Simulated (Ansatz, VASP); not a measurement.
# One calculation of Pd2PtSe6, two programs

```xyz
9
Lattice="3.7966 0.0000 0.0000 -1.8983 3.2879 0.0000 0.0000 0.0000 15.1871" Properties=species:S:1:pos:R:3 pbc="T T T"
Pd    0.0000    0.0000    5.1168
Pd    0.0000    0.0000   10.0702
Pt    0.0000    0.0000    0.0000
Se    0.0000    2.1919    1.2891
Se    0.0000    2.1919    6.4090
Se    0.0000    2.1919   11.3537
Se    1.8983    1.0960    3.8334
Se    1.8983    1.0960    8.7780
Se    1.8983    1.0960   13.8979
```

Alike in both runs: functional PBE; k mesh 12 × 12 × 4; occupations gaussian, width 0.1 eV; no spin polarisation.

Ansatz relaxed the structure, and its values are those at the end. VASP's run is a single point on that final structure, the one shown.

```csv
,VASP,Ansatz
version,VASP 6.6.1,Ansatz 0.2.0
potentials or method,"VASP PAW PBE potentials, release 64 (Pd, Pt, Se), cutoff 520 eV","scalar-relativistic, plane waves, PAW"
valence electrons in the cell,66,150
```

```tsv
	VASP	Ansatz	Ansatz less VASP
gap on the k mesh at the Fermi level (eV)	none	none	-
pressure (GPa)	0.0	0.0	+0.01
```

A gap of «none» marks a metal or a gap that the smearing closes. The functional is the same, so the differences come from potentials, cutoffs and numerics. VASP's potentials hold 66 valence electrons a cell and Ansatz's 150, so a difference there can come from the potentials and not from the codes.

Spin-orbit coupling is off throughout.
